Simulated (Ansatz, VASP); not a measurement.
## Lu2Al: VASP beside Ansatz

```
Lu Al
1.0
     0.00000    3.27531    3.27531
     3.27531    0.00000    3.27531
     3.27531    3.27531    0.00000
Lu Al
2 1
Direct
  0.25000 0.25000 0.25000
  0.75000 0.75000 0.75000
  0.00000 0.00000 0.00000
```

Alike in both runs: task single point; functional PBE; k mesh 4 × 4 × 4; occupations gaussian, width 0.1 eV; no spin polarisation.

```csv
,VASP,Ansatz
version,VASP 6.6.1,Ansatz 0.2.0
potentials or method,"VASP PAW PBE potentials, release 64 (Lu, Al), cutoff 520 eV","scalar-relativistic, plane waves, PAW"
valence electrons in the cell,53,53
```

|  | VASP | Ansatz | Ansatz less VASP |
| --- | --- | --- | --- |
| gap on the k mesh at the Fermi level (eV) | none | none | - |
| pressure (GPa) | 14.0 | 13.7 | -0.28 |

A gap of «none» marks a metal or a gap that the smearing closes.

The k mesh is coarse, so the values compare programs but aren't converged. Neither program's run includes spin-orbit coupling.
